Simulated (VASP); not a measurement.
# Ta4S in VASP: further runs

Runs on Ta4S. Level: PBE. Tasks: relaxation of the atoms.

Program: VASP 6.6.1. These are calculated values, not measurements. Logs are shortened: lines on timing, memory, paths and dates and some standing lists are left out, and cuts for length are marked.

## 1. The cell of the first run

The cell holds a slab with vacuum, 5 atoms: a = 3.319 Å, b = 3.319 Å, c = 20.300 Å, α = 90.00°, β = 90.00°, γ = 90.00°.

## 2. Relaxation of the atoms, PBE

File INCAR:

```
SYSTEM = Ta4S
  PREC = Accurate
  ENCUT = 520
  EDIFF = 1E-6
  ISMEAR = 0
  SIGMA = 0.1
  LREAL = .False.
  LASPH = .True.
  NELM = 80
  ALGO = Fast
  ISIF = 2
  LWAVE = .False.
  LCHARG = .False.
  LDIPOL = .True.
  IDIPOL = 3
  DIPOL = 0.5 0.5 0.354
  GGA = PE
  IBRION = 2
  NSW = 36
  EDIFFG = -0.025
```

File KPOINTS:

```
Automatic mesh
0
Gamma
  8 8 1
  0 0 0
```

File POSCAR:

```
Ta4S
1.0
    3.3189671341      0.0000000000      0.0000000000
    0.0000000000      3.3189671341      0.0000000000
    0.0000000000      0.0000000000     20.2996559613
Ta S
4 1
Selective dynamics
Direct
    0.5000000000      0.5000000000      0.1970476745  F F F
    0.0000000000      0.0000000000      0.2787970189  F F F
    0.5000000000      0.5000000000      0.3599139055  F F F
    0.0000000000      0.0000000000      0.4334879359  F F F
    0.3750000000      0.5000000000      0.4985136684  F F T
```

Potentials or basis: VASP PAW PBE potentials, release 64 (Ta_pv, S).

Launch:

```bash
$ cat potpaw_PBE.64/Ta_pv/POTCAR potpaw_PBE.64/S/POTCAR > POTCAR
$ mpirun -np 1 vasp_std > vasp.out
```

OUTCAR:

```text
SYSTEM = Ta4S
   PREC = Accurate
   ENCUT = 520
   EDIFF = 1E-6
   ISMEAR = 0
   LREAL = .False.
   LASPH = .True.
   NELM = 80
   ISIF = 2
   GGA = PE
   IBRION = 2
   NSW = 36
   EDIFFG = -0.025

 ion  position               nearest neighbor table
   1  0.500  0.500  0.197-   2 2.87   2 2.87   2 2.87   2 2.87   3 3.31
   2  0.000  0.000  0.279-   3 2.87   3 2.87   3 2.87   3 2.87   1 2.87   1 2.87   1 2.87   1 2.87
                             4 3.14
   3  0.500  0.500  0.360-   4 2.78   4 2.78   4 2.78   4 2.78   5 2.84   2 2.87   2 2.87   2 2.87
                             2 2.87   1 3.31
   4  0.000  0.000  0.433-   5 2.46   5 2.46   3 2.78   3 2.78   3 2.78   3 2.78   5 2.97   5 2.97
                             2 3.14
   5  0.375  0.500  0.499-   4 2.46   4 2.46   3 2.84   4 2.97   4 2.97

  LATTYP: Found a simple tetragonal cell.
 ALAT       =     3.3189671341
 C/A-ratio  =     6.1162569984

  Lattice vectors:

 A1 = (   3.3189671341,   0.0000000000,   0.0000000000)
 A2 = (   0.0000000000,   3.3189671341,   0.0000000000)
 A3 = (   0.0000000000,   0.0000000000,  20.2996559613)

Analysis of symmetry for initial positions (statically):
=====================================================================
 Subroutine PRICEL returns:
 Original cell was already a primitive cell.

 Routine SETGRP: Setting up the symmetry group for a
 simple tetragonal supercell.

 Subroutine GETGRP returns: Found  2 space group operations
 (whereof  2 operations were pure point group operations)
 out of a pool of 16 trial point group operations.

The static configuration has the point symmetry C_1h.

Analysis of symmetry for dynamics (positions and initial velocities):
=====================================================================
 Subroutine PRICEL returns:
 Original cell was already a primitive cell.

 Routine SETGRP: Setting up the symmetry group for a
 simple tetragonal supercell.

 Subroutine GETGRP returns: Found  2 space group operations
 (whereof  2 operations were pure point group operations)
 out of a pool of 16 trial point group operations.

The dynamic configuration has the point symmetry C_1h.

Analysis of constrained symmetry for selective dynamics:
=====================================================================
 Subroutine PRICEL returns:
 Original cell was already a primitive cell.

 Routine SETGRP: Setting up the symmetry group for a
 simple tetragonal supercell.

 Subroutine GETGRP returns: Found  2 space group operations
 (whereof  2 operations were pure point group operations)
 out of a pool of 16 trial point group operations.

The constrained configuration has the point symmetry C_1h.

 Subroutine INISYM returns: Found  2 space group operations
 (whereof  2 operations are pure point group operations),
 and found     1 'primitive' translations

----------------------------------------------------------------------------------------

                                     Primitive cell

  volume of cell :     223.6117

  direct lattice vectors                    reciprocal lattice vectors
     3.318967134  0.000000000  0.000000000     0.301298555  0.000000000  0.000000000
     0.000000000  3.318967134  0.000000000     0.000000000  0.301298555  0.000000000
     0.000000000  0.000000000 20.299655961     0.000000000  0.000000000  0.049261919

  length of vectors
     3.318967134  3.318967134 20.299655961     0.301298555  0.301298555  0.049261919

  position of ions in fractional coordinates (direct lattice)
     0.500000000  0.500000000  0.197047674
     0.000000000  0.000000000  0.278797019
     0.500000000  0.500000000  0.359913906
     0.000000000  0.000000000  0.433487936
     0.375000000  0.500000000  0.498513668

  ion indices of the primitive-cell ions
   primitive index   ion index
                 1           1
                 2           2
                 3           3
                 4           4
                 5           5

----------------------------------------------------------------------------------------

 KPOINTS: Automatic mesh

Automatic generation of k-mesh.
 Grid dimensions read from file:
 generate k-points for:    8    8    1

 Generating k-lattice:

  Cartesian coordinates                     Fractional coordinates (reciprocal lattice)
     0.037662319  0.000000000  0.000000000     0.125000000  0.000000000  0.000000000
     0.000000000  0.037662319  0.000000000     0.000000000  0.125000000  0.000000000
     0.000000000  0.000000000  0.049261919     0.000000000  0.000000000  1.000000000

  Length of vectors
     0.037662319  0.037662319  0.049261919

  Shift w.r.t. Gamma in fractional coordinates (k-lattice)
     0.000000000  0.000000000  0.000000000

 Subroutine IBZKPT returns following result:
 ===========================================

 Found     25 irreducible k-points:

 Following reciprocal coordinates:
            Coordinates               Weight
  0.000000  0.000000  0.000000      1.000000
  0.125000  0.000000  0.000000      2.000000
  0.000000  0.125000  0.000000      2.000000
  0.250000  0.000000  0.000000      2.000000
  0.000000  0.250000  0.000000      2.000000
  0.375000  0.000000  0.000000      2.000000
[... 16 lines left out ...]
  0.500000  0.375000  0.000000      2.000000
 -0.375000  0.500000  0.000000      2.000000
   k-points           NKPTS =     25   k-points in BZ     NKDIM =     25   number of bands    NBANDS=     30
   number of dos      NEDOS =    301   number of ions     NIONS =      5
   total plane-waves  NPLWV = 125440
   dimension x,y,z NGX =    28 NGY =   28 NGZ =  160
   dimension x,y,z NGXF=    56 NGYF=   56 NGZF=  320
   ions per type =               4   1
   NGX,Y,Z   is equivalent  to a cutoff of  14.03, 14.03, 13.10 a.u.
   NGXF,Y,Z  is equivalent  to a cutoff of  28.05, 28.05, 26.21 a.u.
 SYSTEM =  Ta4S
   PREC   = accura    normal or accurate (medium, high low for compatibility)
   ISTART =      0    job   : 0-new  1-cont  2-samecut
   ICHARG =      2    charge: 1-file 2-atom 10-const
   ISPIN  =      1    spin polarized calculation?
   LNONCOLLINEAR =      F non collinear calculations
   LSORBIT =      F    spin-orbit coupling
   LASPH  =      T    aspherical Exc in radial PAW
   ENCUT  =  520.0 eV  38.22 Ry    6.18 a.u.   6.17  6.17 37.74*2*pi/ulx,y,z
   NELM   =     80;   NELMIN=  2; NELMDL= -5     # of ELM steps
   EDIFF  = 0.1E-05   stopping-criterion for ELM
   LREAL  =      F    real-space projection
   EDIFFG = -.3E-01   stopping-criterion for IOM
   NSW    =     36    number of steps for IOM
   IBRION =      2    ionic relax: 0-MD 1-quasi-New 2-CG
   NFREE  =      1    steps in history (QN), initial steepest desc. (CG)
   ISIF   =      2    stress and relaxation
   ISYM   =      2    0-nonsym 1-usesym 2-fastsym
   POTIM  = 0.5000    time-step for ionic-motion
   TEBEG  =    0.0;   TEEND  =   0.0 temperature during run
   PSTRESS=    0.0 pullay stress
   NELECT =      50.0000    total number of electrons
   NUPDOWN=      -1.0000    fix difference up-down
   EMIN   =  10.00;   EMAX   =-10.00  energy-range for DOS
   EFERMI =   0.00;   METHOD = LEGACY
   ISMEAR =     0;   SIGMA  =   0.10  broadening in eV -4-tet -1-fermi 0-gaus
   EFERMI_NEDOS =   21; number of points for ismear=-14 and -15
   IALGO  =     68    algorithm
   IMIX   =      4    mixing-type and parameters
     AMIX     =   0.40;   BMIX     =  1.00
     AMIX_MAG =   1.60;   BMIX_MAG =  1.00
  volume/ion in A,a.u.               =      44.72       301.80
  Fermi-wavevector in a.u.,A,eV,Ry     =   0.993650  1.877726 13.433572  0.987340
  Thomas-Fermi vector in A             =   2.125546
   LORBIT       =      0    0 simple, 1 ext, 2 COOP (PROOUT), +10 PAW based schemes
   GGA     = PE    functional components
   LHFCALC =     F    Hartree Fock is set to
   AEXX    =    0.0000 exact exchange contribution
   IVDW    =     0    specifies the selected vdW correction
   LEPSILON=     F    determine dielectric tensor
   LRPA    =     F    only Hartree local field effects (RPA)
 conjugate gradient relaxation of ions
 non-spin polarized calculation
 RMM-DIIS sequential band-by-band and
 Gauss-broadening in eV      SIGMA  =   0.10
  energy-cutoff  :      520.00
  volume of cell :      223.61
 maximum number of plane-waves:      6059
 NGX is ok and might be reduce to    28
   NGX = 13   NGY = 13   NGZ = 75

 dipolmoment           0.000000      0.000000     -0.582071 electrons x Angstroem

--------------------------------------- Ionic step        1  -------------------------------------------

 number of electron      49.9999996 magnetization

 Free energy of the ion-electron system (eV)
  ---------------------------------------------------
  ext. energy  EPLUGINS =         0.00000000
  ---------------------------------------------------
  free energy    TOTEN  =       -50.58316247 eV

  energy without entropy =      -50.56341354  energy(sigma->0) =      -50.57328801

------------------------ aborting loop because EDIFF is reached ----------------------------------------

 vacuum level on the upper side and lower side of the slab       (xc-potential included)        -0.035        -0.405

  FORCE on cell =-STRESS in cart. coord.  units (eV):
  Direction    XX          YY          ZZ          XY          YZ          ZX
  --------------------------------------------------------------------------------------
  -------------------------------------------------------------------------------------
  Total       -1.2889685     -1.2664568     -1.3724995      0.0000000      0.0000000      1.8031577
  in kB       -9.2354551     -9.0741592     -9.8339548      0.0000000      0.0000000     12.9196188
  external PRESSURE =      -9.3811897 kB  Pullay stress =       0.0000000 kB
[... 104 lines left out ...]
--------------------------------------- Ionic step        4  -------------------------------------------

 number of electron      49.9999994 magnetization

 dipolmoment           0.000000      0.000000      0.012271 electrons x Angstroem

 Free energy of the ion-electron system (eV)
  ---------------------------------------------------
  ext. energy  EPLUGINS =         0.00000000
  ---------------------------------------------------
  free energy    TOTEN  =       -50.61534215 eV

  energy without entropy =      -50.59597269  energy(sigma->0) =      -50.60565742

 E-fermi :   0.1098     XC(G=0):  -5.7335

 val. band max:        0.0464862011   @ k =   0.0000   0.1250   0.0000
 cond. band min:       0.1156184708   @ k =   0.0000   0.3750   0.0000
 fundamental gap:      0.0691322696
 Fermi energy:         0.1097666082

 k-point     1 :       0.0000    0.0000    0.0000
  band No.  band energies     occupation
      1     -34.8737      2.00000
      2     -34.7018      2.00000
      3     -34.6910      2.00000
      4     -34.6774      2.00000
      5     -34.6591      2.00000
      6     -34.5967      2.00000
[... 781 lines left out ...]
     29       2.0285      0.00000
     30       2.5009      0.00000

 [... further k-points ...]

------------------------ aborting loop because EDIFF is reached ----------------------------------------

 vacuum level on the upper side and lower side of the slab       (xc-potential included)         0.085        -0.235

  FORCE on cell =-STRESS in cart. coord.  units (eV):
  Direction    XX          YY          ZZ          XY          YZ          ZX
  --------------------------------------------------------------------------------------
  -------------------------------------------------------------------------------------
  Total       -0.7169346     -0.4719193      0.0840120      0.0000000      0.0000000      2.1368454
  in kB       -5.1368339     -3.3813006      0.6019455      0.0000000      0.0000000     15.3104902
  external PRESSURE =      -2.6387297 kB  Pullay stress =       0.0000000 kB
[... 20 lines left out ...]
  FREE ENERGIE OF THE ION-ELECTRON SYSTEM (eV)
  ---------------------------------------------------
  free  energy   TOTEN  =       -50.6153421493 eV

  energy  without entropy=      -50.5959726882  energy(sigma->0) =      -50.60565742

 reached required accuracy - stopping structural energy minimisation

 vacuum level on the upper side and lower side of the slab         4.364         4.030
```

It took 25 min on 1 thread of Oxide Virtual Turin-like, shared host; peak memory 0.42 GiB.

Results:

| Property | Result |
| --- | --- |
| Free energy | -50.6153 eV |
| Energy gained by relaxing | 6.4 meV/atom |
| Ionic steps | 4 |
| Band gap on the k mesh | zero (bands 25 and 26 overlap by 0.37 eV) |

Step by step:
| step | energy change (eV) | largest force on free atoms (eV/Å) | pressure (GPa) |
| --- | --- | --- | --- |
| 1 | 0.0000 | 0.7381 | -0.94 |
| 2 | -0.0211 | 0.4386 | -0.67 |
| 3 | -0.0321 | 0.0333 | -0.30 |
| 4 | -0.0322 | 0.0003 | -0.26 |

Final structure:
```
Ta S
1.0
     3.31897    0.00000    0.00000
     0.00000    3.31897    0.00000
     0.00000    0.00000   20.29966
Ta S
4 1
Direct
  0.50000 0.50000 0.19705
  0.00000 0.00000 0.27880
  0.50000 0.50000 0.35991
  0.00000 0.00000 0.43349
  0.37500 0.50000 0.49432
```

Levels at points of the mesh, in eV from the Fermi level:
```
           k point  band 21  band 22  band 23  band 24  band 25  band 26  band 27  band 28  band 29  band 30
(0.00, 0.00, 0.00)    -1.95    -0.27    -0.12     0.24     0.29     0.30     0.59     0.63     1.12     1.45
(0.50, 0.00, 0.00)    -1.55    -1.48    -1.03    -0.82    -0.11     0.02     0.96     1.08     1.19     2.01
(0.00, 0.50, 0.00)    -1.55    -1.43    -1.14    -0.89    -0.08     0.10     0.20     0.94     1.75     2.01
(0.50, 0.50, 0.00)    -1.91    -1.72    -1.71    -0.43    -0.42     1.52     1.96     2.06     2.09     2.53
```

Caveat: spin-orbit coupling is left out, which moves the levels of the heavy elements.

## 3. Relaxation of the atoms, PBE

File INCAR:

```
ALGO = Fast ; DIPOL = 0.5 0.5 0.356
EDIFF = 1E-6 ; EDIFFG = -0.025
ENCUT = 520 ; GGA = PE
IBRION = 2 ; IDIPOL = 3
ISIF = 2 ; ISMEAR = 0
LASPH = T ; LCHARG = F
LDIPOL = T ; LREAL = F
LWAVE = F ; NELM = 60
NSW = 36 ; PREC = Accurate
SIGMA = 0.1
```

File KPOINTS:

```
k-points
0
Gamma
  8 8 1
```

Edit POSCAR of step 2 so:

```diff
@@ -13,2 +13,2 @@
     0.0000000000      0.0000000000      0.4334879359  F F F
-    0.3750000000      0.5000000000      0.4985136684  F F T
+    0.2500000000      0.5000000000      0.5114643680  F F T
```

Potentials or basis: VASP PAW PBE potentials, release 64 (Ta_pv, S).

Launch:

```bash
$ cat potpaw_PBE.64/Ta_pv/POTCAR potpaw_PBE.64/S/POTCAR > POTCAR
$ mpirun -np 1 vasp_std > vasp.out
```

Wall time 13 min (1 thread of AMD EPYC 9755, shared host); peak memory 0.41 GiB.

The run converged. Its results:

| Quantity | Value |
| --- | --- |
| Free energy | -49.9248 eV |
| Energy gained by relaxing | 6.8 meV/atom |
| Ionic steps | 3 |
| Band gap on the k mesh | zero (bands 25 and 26 overlap by 0.47 eV) |

Step by step:
```
step  energy change (eV)  largest force on free atoms (eV/Å)  pressure (GPa)
   1              0.0000                              0.7917           -0.88
   2             -0.0237                              0.4431           -0.55
   3             -0.0341                              0.0204           -0.15
```

Final structure:
```
Ta S
1.0
     3.31897    0.00000    0.00000
     0.00000    3.31897    0.00000
     0.00000    0.00000   20.29966
Ta S
4 1
Cartesian
  1.6595 1.6595 4.0000
  0.0000 0.0000 5.6595
  1.6595 1.6595 7.3061
  0.0000 0.0000 8.7997
  0.8297 1.6595 10.2996
```

Levels at points of the mesh, in eV from the Fermi level:
| k point | band 22 | band 23 | band 24 | band 25 | band 26 | band 27 | band 28 | band 29 |
| --- | --- | --- | --- | --- | --- | --- | --- | --- |
| (0.00, 0.00, 0.00) | -0.19 | -0.06 | 0.34 | 0.35 | 0.42 | 0.49 | 0.67 | 0.88 |
| (0.50, 0.00, 0.00) | -1.18 | -0.98 | -0.61 | -0.07 | 0.03 | 0.87 | 0.99 | 1.30 |
| (0.00, 0.50, 0.00) | -1.30 | -1.12 | -0.90 | -0.12 | 0.03 | 0.20 | 0.93 | 1.72 |
| (0.50, 0.50, 0.00) | -1.55 | -1.53 | -0.45 | -0.33 | 0.66 | 1.32 | 2.05 | 2.10 |

Caveat: spin-orbit coupling is left out, which moves the levels of the heavy elements.

The gap in the log of VASP goes by the Fermi energy; the results here count the filled bands.